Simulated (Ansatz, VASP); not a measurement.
InP2 in VASP and in Ansatz

Contents of INCAR:

```
  PREC = Accurate
  ENCUT = 600
  EDIFF = 1E-6
  ISMEAR = 0
  SIGMA = 0.1
  LREAL = False
  LASPH = True
  NELM = 80
  ALGO = Normal
  ISIF = 3
  LWAVE = False
  LCHARG = False
  GGA = PE
  IBRION = 2
  NSW = 90
  EDIFFG = -0.04
```

File KPOINTS:

```
Automatic mesh
0
Gamma
  6 6 4
```

POSCAR

```
InP2
1.0
    3.4175488100      0.0000000000      0.0000000000
   -1.7087744100      2.9596840900      0.0000000000
    0.0000000000      0.0000000000      5.3873638200
In P
1 2
Direct
    0.0000000000      0.0000000000      0.0000000000
    0.6666666700      0.3333333300      0.7249647000
    0.6666666700      0.3333333300      0.2750353000
```

Input for Ansatz:

```yaml
crystal:
  lattice:
    - [3.41754881, 0.0, 0.0]
    - [-1.70877441, 2.95968409, 0.0]
    - [0.0, 0.0, 5.38736382]
  atoms:
    - { symbol: In, position: [0.0, 0.0, 0.0] }
    - { symbol: P, position: [0.66666667, 0.33333333, 0.7249647] }
    - { symbol: P, position: [0.66666667, 0.33333333, 0.2750353] }
basis:
  ecutwfc: 420
kpoints:
  mp_grid: { grid: [6, 6, 4] }
hamiltonian:
  xc: pbe
scf:
  occupations: { method: gaussian, width: 0.1 }
  lower_state_search: "off"
output:
  forces: true
  stress: true
  eigenvalues: true
relax:
  adjacent_minimum: "off"
  f_tol: 0.04
  max_steps: 70
  cell: { stress_tol: 0.4 }
```

Alike in both runs: task relaxation of cell and atoms; functional PBE; k mesh 6 × 6 × 4; occupations gaussian, width 0.1 eV; no spin polarisation.

|  | VASP | Ansatz |
| --- | --- | --- |
| version | VASP 6.6.1 | Ansatz 0.2.0 |
| potentials or method | VASP PAW PBE potentials, release 64 (In_d, P), cutoff 600 eV | scalar-relativistic, plane waves, PAW |
| valence electrons in the cell | 23 | 23 |

|  | VASP | Ansatz | Ansatz less VASP |
| --- | --- | --- | --- |
| gap on the k mesh at the Fermi level, each at its own relaxed structure (eV) | none | none | - |
| relaxed volume (Å³/atom) | 23.32 | 23.27 | -0.051 |
| relaxed cell length with the largest relative difference (Å) | 3.979 | 3.974 | -0.0048 |

A gap of «none» marks a metal or a gap that the smearing closes.

Noted on VASP's run: the volume moved by over 15 % at a fixed basis, so the end points are rough.
